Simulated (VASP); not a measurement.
A run of VASP 6.6.1 is set up as follows.

INCAR

```
SYSTEM = Zr
  AGGAC = 1.0
  AGGAX = 1.0
  ALDAC = 0.0
  ALDAX = 1.0
  ALGO = Normal
  EDIFF = 1E-6
  ENCUT = 520
  GGA = B5
  ISIF = 2
  ISMEAR = -1
  LASPH = .TRUE.
  LCHARG = .FALSE.
  LREAL = .FALSE.
  LWAVE = .FALSE.
  NBANDS = 19
  NELM = 100
  PREC = Accurate
  SIGMA = 0.1
```

KPOINTS

```
k-points
0
G
  18 18 10
  0 0 0
```

POSCAR

```
Zr
1.0
    3.1304665663      0.0000000000      0.0000000000
   -1.5652332831      2.7110635722      0.0000000000
    0.0000000000      0.0000000000      5.0148839004
Zr
2
Direct
    0.3333333333      0.6666666667      0.2500000000
    0.6666666667      0.3333333333      0.7500000000
```

Potentials or basis: VASP PAW PBE potentials, release 64 (Zr_sv).

The run is started by

```sh
$ cat potpaw_PBE.64/Zr_sv/POTCAR > POTCAR
$ mpirun -np 1 vasp_std > vasp.out
```

Task: Estimate the band gap on the k mesh.

Result: Zero (band 12 reaches 11.57 eV, above the bottom of band 13 at 10.28 eV).

Task: Predict the pressure.

Result: 14.2 GPa.

Stress tensor (GPa, compression positive):
```
13.61  0.00  0.00
 0.00 13.61  0.00
 0.00  0.00 15.33
```

Caveat: the PAW data sets were made with another functional, which shifts forces and pressure a little.
